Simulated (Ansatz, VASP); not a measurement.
K in VASP and in Ansatz

```
K
1.0
    -2.61482    2.61482    2.61482
     2.61482   -2.61482    2.61482
     2.61482    2.61482   -2.61482
K
1
Direct
  0.00000 0.00000 0.00000
```

Alike in both runs: task single point; functional r2SCAN; k mesh 12 × 12 × 12; occupations gaussian, width 0.1 eV; no spin polarisation.

|  | VASP | Ansatz |
| --- | --- | --- |
| version | VASP 6.6.1 | Ansatz 0.2.0 |
| potentials or method | VASP PAW PBE potentials, release 64 (K_sv), cutoff 520 eV | scalar-relativistic, plane waves, PAW |
| valence electrons in the cell | 9 | 9 |

```csv
,VASP,Ansatz,Ansatz less VASP
gap on the k mesh at the Fermi level (eV),none,none,-
pressure (GPa),0.2,0.3,+0.02
```

VASP's potentials were made for PBE, not for r2SCAN. A gap of «none» marks a metal or a gap that the smearing closes.
